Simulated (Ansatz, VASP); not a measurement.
# Al2Au: VASP beside Ansatz

The input INCAR:

```
PREC = Accurate
ENCUT = 600
EDIFF = 1E-6
ISMEAR = 0
SIGMA = 0.1
LREAL = False
LASPH = True
NELM = 80
ALGO = Fast
ISIF = 3
LWAVE = False
LCHARG = False
GGA = PS
IBRION = 2
NSW = 100
EDIFFG = -0.005
```

The input KPOINTS:

```
regular mesh
0
Gamma
  12 12 12
```

Contents of POSCAR:

```
Al2Au
1.0
    0.0000000000      3.0000000000      3.0000000000
    3.0000000000      0.0000000000      3.0000000000
    3.0000000000      3.0000000000      0.0000000000
Al Au
2 1
Direct
    0.2500000000      0.2500000000      0.2500000000
    0.7500000000      0.7500000000      0.7500000000
    0.0000000000      0.0000000000      0.0000000000
```

Input for Ansatz:

```yaml
crystal:
  lattice:
    - [0.0, 3.0, 3.0]
    - [3.0, 0.0, 3.0]
    - [3.0, 3.0, 0.0]
  atoms:
    - { symbol: Al, position: [0.25, 0.25, 0.25] }
    - { symbol: Al, position: [0.75, 0.75, 0.75] }
    - { symbol: Au, position: [0.0, 0.0, 0.0] }
basis:
  ecutwfc: 420
kpoints:
  mp_grid: { grid: [12, 12, 12] }
hamiltonian:
  xc: pbesol
scf:
  occupations: { method: gaussian, width: 0.1 }
output:
  forces: true
  stress: true
  eigenvalues: true
relax:
  adjacent_minimum: "off"
  f_tol: 0.005
  max_steps: 80
  cell: { stress_tol: 0.05 }
```

Alike in both runs: task relaxation of cell and atoms; functional PBEsol; k mesh 12 × 12 × 12; occupations gaussian, width 0.1 eV; no spin polarisation.

|  | VASP | Ansatz |
| --- | --- | --- |
| version | VASP 6.6.1 | Ansatz 0.2.0 |
| potentials or method | VASP PAW PBE potentials, release 64 (Al, Au), cutoff 600 eV | scalar-relativistic, plane waves, PAW |
| valence electrons in the cell | 17 | 25 |

```csv
,VASP,Ansatz,Ansatz less VASP
"gap on the k mesh at the Fermi level, each at its own relaxed structure (eV)",none,none,-
relaxed volume (Å³/atom),18.00,18.03,+0.027
relaxed length of the cell vector where the two differ most in proportion (Å),4.243,4.245,+0.0021
```

VASP's potentials were made for PBE, not for PBEsol. A gap of «none» marks a metal or a gap that the smearing closes. VASP's potentials hold 17 valence electrons a cell and Ansatz's 25, so a difference there can come from the potentials and not from the codes.

Spin-orbit coupling is off throughout. Noted on VASP's run: the relaxation stopped at its first step, so nothing moved.
